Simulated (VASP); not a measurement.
Input of a VASP 6.6.1 run:

File INCAR:

```
PREC = Accurate
ENCUT = 600
EDIFF = 1E-7
ISMEAR = 0
SIGMA = 0.02
LREAL = False
LASPH = True
NELM = 100
ALGO = Normal
ISIF = 3
LWAVE = False
LCHARG = False
GGA = PE
IVDW = 12
IBRION = 2
NSW = 100
EDIFFG = -0.002
```

Contents of KPOINTS:

```
Automatic mesh
0
Gamma
  12 12 4
```

Contents of POSCAR:

```
WS2
1.0
    3.1800000000      0.0000000000      0.0000000000
   -1.5900000000      2.7539607840      0.0000000000
    0.0000000000      0.0000000000     12.5000000000
W S
2 4
Direct
    0.3333333333      0.6666666667      0.2500000000
    0.6666666667      0.3333333333      0.7500000000
    0.3333333333      0.6666666667      0.6250000000
    0.6666666667      0.3333333333      0.1250000000
    0.3333333333      0.6666666667      0.8750000000
    0.6666666667      0.3333333333      0.3750000000
```

Potentials or basis: VASP PAW PBE potentials, release 64 (W_sv, S).

The run is started by

```console
$ cat potpaw_PBE.64/W_sv/POTCAR potpaw_PBE.64/S/POTCAR > POTCAR
$ mpirun -np 1 vasp_std > vasp.out
```

Question: Predict the space group after relaxing (to 0.1 Å).

Answer: P6_3/mmc (No. 194).

Question: Estimate the dispersion energy per atom.

Answer: -0.435 eV.

Question: What does it give for the relaxed volume?

Answer: 17.43 Å³/atom.

Final structure:
```
W S
1.0
     3.15419    0.00000    0.00000
    -1.57709    2.73161    0.00000
     0.00000    0.00000   12.14090
W S
2 4
Cartesian
  0.0000 1.8211 3.0352
  1.5771 0.9105 9.1057
  0.0000 1.8211 7.5309
  1.5771 0.9105 1.4605
  0.0000 1.8211 10.6804
  1.5771 0.9105 4.6100
```
